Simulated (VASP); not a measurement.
NaS6:

```
CELL_PARAMETERS angstrom
5.48885 0.00000 0.00000
0.00000 5.48885 0.00000
0.00000 0.00000 5.48885
ATOMIC_POSITIONS crystal
Na 0.00000 0.00000 0.00000
S 0.20700 0.50000 0.50000
S 0.50000 0.20700 0.50000
S 0.79300 0.50000 0.50000
S 0.50000 0.79300 0.50000
S 0.50000 0.50000 0.20700
S 0.50000 0.50000 0.79300
```

The cell was built from a structure type or drawn by symmetry, and may not be a known phase.

| Item | Value |
| --- | --- |
| Program | VASP 6.6.1 |
| Task | relaxation of cell and atoms |
| Functional | PBE |
| Potentials or basis | VASP PAW PBE potentials, release 64 (Na_pv, S) |
| Cutoff | 600 eV |
| k mesh | 4 × 4 × 4 |
| Occupations | gaussian, width 0.1 eV |
| Spin | no spin polarisation |

At the start: pressure 17.3 GPa; volume 23.62 Å³/atom.

Task: How do energy, volume and symmetry change on relaxing?

Result: Over 10 steps the energy falls by 893.9 meV/atom and the volume is 36.90 Å³/atom (+56.2 %); space group Pm-3m (No. 221, to 0.1 Å) before and after.

Step by step:
| step | energy change (eV) | largest force (eV/Å) | pressure (GPa) | volume (Å³) |
| --- | --- | --- | --- | --- |
| 1 | 0.0000 | 4.1230 | 17.33 | 165.36 |
| 2 | -5.6230 | 1.8066 | -1.25 | 234.37 |
| 3 | -5.8240 | 1.7436 | -1.75 | 245.90 |
| 4 | -6.0836 | 1.2747 | -2.04 | 270.11 |
| 5 | -6.1120 | 1.0338 | -1.96 | 277.73 |
| 6 | -5.7653 | 3.2701 | 3.26 | 262.08 |
| 7 | -6.2284 | 0.1037 | -0.48 | 271.86 |
| 8 | -6.2284 | 0.1315 | -0.45 | 271.75 |
| 9 | -6.2425 | 0.0880 | -0.34 | 267.58 |
| 10 | -6.2576 | 0.0055 | -0.05 | 258.30 |

Final structure:
```yaml
crystal:
  lattice:
    - [6.36856, 0.00000, 0.00000]
    - [0.00000, 6.36856, 0.00000]
    - [0.00000, 0.00000, 6.36856]
  atoms:
    - { symbol: Na, position: [0.00000, 0.00000, 0.00000] }
    - { symbol: S, position: [0.15317, 0.50000, 0.50000] }
    - { symbol: S, position: [0.50000, 0.15317, 0.50000] }
    - { symbol: S, position: [0.84683, 0.50000, 0.50000] }
    - { symbol: S, position: [0.50000, 0.84683, 0.50000] }
    - { symbol: S, position: [0.50000, 0.50000, 0.15317] }
    - { symbol: S, position: [0.50000, 0.50000, 0.84683] }
```

Caveat: the volume moved by over 15 % at a fixed basis, so the end points are rough.
